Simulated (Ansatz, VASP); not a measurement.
## Al2Ru: VASP beside Ansatz

Contents of INCAR:

```
  PREC = Accurate
  ENCUT = 520
  EDIFF = 1E-6
  ISMEAR = 0
  SIGMA = 0.01
  LREAL = False
  LASPH = True
  NELM = 60
  ALGO = Normal
  ISIF = 2
  LWAVE = False
  LCHARG = False
  GGA = PS
  NBANDS = 29
```

File KPOINTS:

```
regular mesh
0
Gamma
  10 10 10
```

Contents of POSCAR:

```
Al2Ru
1.0
    0.0000000000      3.9876480407      4.3850793490
    2.3505690918      0.0000000000      4.3850793490
    2.3505690918      3.9876480407      0.0000000000
Al Ru
4 2
Direct
    0.0789481737      0.4210518263      0.0789481737
    0.4210518263      0.0789481737      0.4210518263
    0.1710518263      0.8289481737      0.1710518263
    0.8289481737      0.1710518263      0.8289481737
    0.7500000000      0.7500000000      0.7500000000
    0.5000000000      0.5000000000      0.5000000000
```

Input for Ansatz:

```yaml
crystal:
  lattice:
    - [0.0, 3.9876480409, 4.3850793491]
    - [2.3505690921, 0.0, 4.3850793491]
    - [2.3505690921, 3.9876480409, 0.0]
  atoms:
    - { symbol: Al, position: [0.0789481736, 0.4210518264, 0.0789481736] }
    - { symbol: Al, position: [0.4210518264, 0.0789481736, 0.4210518264] }
    - { symbol: Al, position: [0.1710518264, 0.8289481736, 0.1710518264] }
    - { symbol: Al, position: [0.8289481736, 0.1710518264, 0.8289481736] }
    - { symbol: Ru, position: [0.75, 0.75, 0.75] }
    - { symbol: Ru, position: [0.5, 0.5, 0.5] }
basis:
  ecutwfc: 420
kpoints:
  mp_grid: { grid: [10, 10, 10] }
  band_path: { path: [VBM, CBM], npoints: 2 }
hamiltonian:
  xc: pbesol
scf:
  occupations: { method: gaussian, width: 0.01 }
output:
  forces: true
  stress: true
  eigenvalues: true
checkpoint:
  read: start.run
  write: ck
  compress: false
  write_wavefunctions: false
  write_every: 100000
```

Alike in both runs: task single point; functional PBEsol; k mesh 10 × 10 × 10; occupations gaussian, width 0.01 eV; no spin polarisation.

|  | VASP | Ansatz |
| --- | --- | --- |
| version | VASP 6.6.1 | Ansatz 0.2.0 |
| potentials or method | VASP PAW PBE potentials, release 64 (Al, Ru_pv), cutoff 520 eV | scalar-relativistic, plane waves, PAW |
| valence electrons in the cell | 40 | 44 |

Ansatz gave:

* gap on the k mesh at the Fermi level (eV): 0.08
* least direct gap on the mesh (eV): 1.23
* pressure (GPa): 0.0

Problem. Estimate VASP's values.

Solution. gap on the k mesh at the Fermi level (eV): 0.08; least direct gap on the mesh (eV): 1.23; pressure (GPa): 0.1.

VASP's potentials were made for PBE, not for PBEsol. VASP's potentials hold 40 valence electrons a cell and Ansatz's 44, so a difference there can come from the potentials and not from the codes.
